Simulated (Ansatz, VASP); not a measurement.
# PbSe in VASP and in Ansatz

INCAR

```
PREC     = Accurate       # precision mode
ENCUT    = 520            # plane-wave cutoff, eV
EDIFF    = 1E-8           # SCF threshold, eV
ISMEAR   = -1             # smearing method
SIGMA    = 0.03           # smearing width, eV
LREAL    = F              # projectors in reciprocal space
LASPH    = T              # aspherical terms in the spheres
NELM     = 100            # most SCF steps
ALGO     = Normal         # electronic algorithm
ISIF     = 2              # what is computed and relaxed
LWAVE    = F              # write WAVECAR
LCHARG   = F              # write CHGCAR
GGA      = PE             # functional
LEFG     = T            
NBANDS   = 17             # bands
```

File KPOINTS:

```
Automatic mesh
0
Gamma
  10 10 10
```

The input POSCAR:

```
PbSe
1.0
    0.0000000000      3.1336480606      3.1336480606
    3.1336480606      0.0000000000      3.1336480606
    3.1336480606      3.1336480606      0.0000000000
Pb Se
1 1
Direct
    0.0000000000      0.0000000000      0.0000000000
    0.5000000000      0.5000000000      0.5000000000
```

Input for Ansatz:

```yaml
crystal:
  lattice:
    - [0.0, 3.1336480606, 3.1336480606]
    - [3.1336480606, 0.0, 3.1336480606]
    - [3.1336480606, 3.1336480606, 0.0]
  atoms:
    - { symbol: Pb, position: [0.0, 0.0, 0.0] }
    - { symbol: Se, position: [0.5, 0.5, 0.5] }
kpoints:
  mp_grid: { grid: [10, 10, 10] }
scf:
  occupations: { method: fermi_dirac, width: 0.03 }
hamiltonian:
  xc: pbe
  pseudopotentials: { kind: paw }
output:
  forces: true
  stress: true
  eigenvalues: true
  efg: { contact_densities: true }
```

Change from the starting cell: volume scaled by 1.025, PAW files.

Alike in both runs: task electric field gradients; functional PBE; k mesh 10 × 10 × 10; occupations fermi-dirac, width 0.03 eV; no spin polarisation.

|  | VASP | Ansatz |
| --- | --- | --- |
| version | VASP 6.6.1 | Ansatz 0.2.0 |
| potentials or method | VASP PAW PBE potentials, release 64 (Pb_d, Se) | PAW with Ansatz's default frozen-core files, scalar-relativistic |
| plane-wave cutoff (eV) | 520 | 420 |
| valence electrons in the cell | 20 | 30 |

```tsv
	VASP	Ansatz	Ansatz less VASP
pressure (GPa)	-1.1	-1.1	+0.02
```

The functional is the same, so the differences come from potentials, cutoffs and numerics. VASP's potentials hold 20 valence electrons a cell and Ansatz's 30, so a difference there can come from the potentials and not from the codes.

Spin-orbit coupling is off throughout.
